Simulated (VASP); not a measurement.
## ZnS: single point with r2SCAN

The system is ZnS.

```
Zn S
1.0
     0.00000    2.81284    2.70465
     2.81284    0.00000    2.70465
     2.81284    2.81284    0.00000
Zn S
1 1
Cartesian
  0.0000 0.0000 0.0000
  4.2193 4.2193 4.0570
```

This cell differs from its parent crystal: strain +0.040 along x and y, +0.000 along z.

```
Program             : VASP 6.6.1
Task                : single point
Functional          : r2SCAN
Potentials or basis : VASP PAW PBE potentials, release 64 (Zn, S)
Cutoff              : 520 eV
k mesh              : 8 × 8 × 8
Occupations         : gaussian, width 0.05 eV
Spin                : no spin polarisation
```

```
Pressure               : -5.8 GPa
Band gap on the k mesh : 2.22 eV
```

Stress tensor (GPa, compression positive):
```
-6.37  0.00  0.00
 0.00 -6.37  0.00
 0.00  0.00 -4.74
```

Levels at points of the mesh, in eV from the valence-band top:
| k point | band 5 | band 6 | band 7 | band 8 | band 9 | band 10 | band 11 | band 12 | band 13 | band 14 |
| --- | --- | --- | --- | --- | --- | --- | --- | --- | --- | --- |
| (0.00, 0.00, 0.00) | -5.85 | -5.85 | -0.12 | -0.12 | 0.00 | 2.22 | 6.87 | 6.88 | 6.88 | 11.81 |
| (0.50, 0.00, 0.00) | -5.82 | -5.68 | -4.93 | -0.95 | -0.75 | 3.54 | 7.19 | 7.54 | 9.00 | 12.34 |
| (0.50, 0.50, 0.00) | -5.78 | -5.63 | -4.22 | -2.20 | -2.20 | 3.70 | 4.13 | 11.35 | 12.11 | 12.11 |
| (0.50, 0.00, 0.50) | -5.79 | -5.68 | -4.44 | -2.04 | -1.97 | 3.88 | 4.52 | 10.92 | 11.97 | 12.29 |

Run time: 5 min on 1 thread of Intel Xeon 8259CL, with other jobs on the host, peak memory 0.19 GiB.

Caveat: the cell differs from its parent crystal (strain +0.040 along x and y, +0.000 along z); the cell stands under tension; the PAW data sets were made with another functional, which shifts forces and pressure a little.
